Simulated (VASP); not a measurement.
Set up this calculation in VASP 6.6.1, as the native input.

```
Task                   : single point
Functional             : PBEsol
Potentials or basis    : VASP PAW PBE potentials, release 64 (Rh_pv)
Cutoff                 : 520 eV
k mesh                 : 9 × 9 × 5
Occupations            : fermi-dirac, width 0.05 eV
Spin                   : no spin polarisation
Dipole correction      : no
Further INCAR settings : ALGO = Normal; EDIFF = 1e-06; NBANDS = 22
```

The structure of Rh lies in POSCAR:

```
Rh
1.0
    2.7309790422      0.0000000000      0.0000000000
   -1.3654895211      2.3650972278      0.0000000000
    0.0000000000      0.0000000000      4.4284890000
Rh
2
Direct
    0.3333333333      0.6666666667      0.2500000000
    0.6666666667      0.3333333333      0.7500000000
```

The input as run:

INCAR

```
SYSTEM = Rh
PREC = Accurate
ENCUT = 520
EDIFF = 1E-6
ISMEAR = -1
SIGMA = 0.05
LREAL = .FALSE.
LASPH = .TRUE.
NELM = 60
ALGO = Normal
ISIF = 2
LWAVE = .FALSE.
LCHARG = .TRUE.
GGA = PS
LELF = .TRUE.
LVHAR = .TRUE.
NBANDS = 22
```

KPOINTS

```
Automatic mesh
0
G
  9 9 5
  0 0 0
```

Potentials or basis: VASP PAW PBE potentials, release 64 (Rh_pv).

Run with:

```sh
$ cat potpaw_PBE.64/Rh_pv/POTCAR > POTCAR
$ mpirun -np 1 vasp_std > vasp.out
```

Results of the run:

The pressure is -13.8 GPa. The band gap on the k mesh is zero (band 15 reaches 11.70 eV, above the bottom of band 16 at 9.73 eV).

Caveat: the PAW data sets were made with another functional, which shifts forces and pressure a little.

Wall time 11 s on 1 thread of Intel(R) Xeon(R) Platinum 8488C (Sapphire Rapids), on a shared host, peak memory 0.15 GiB.
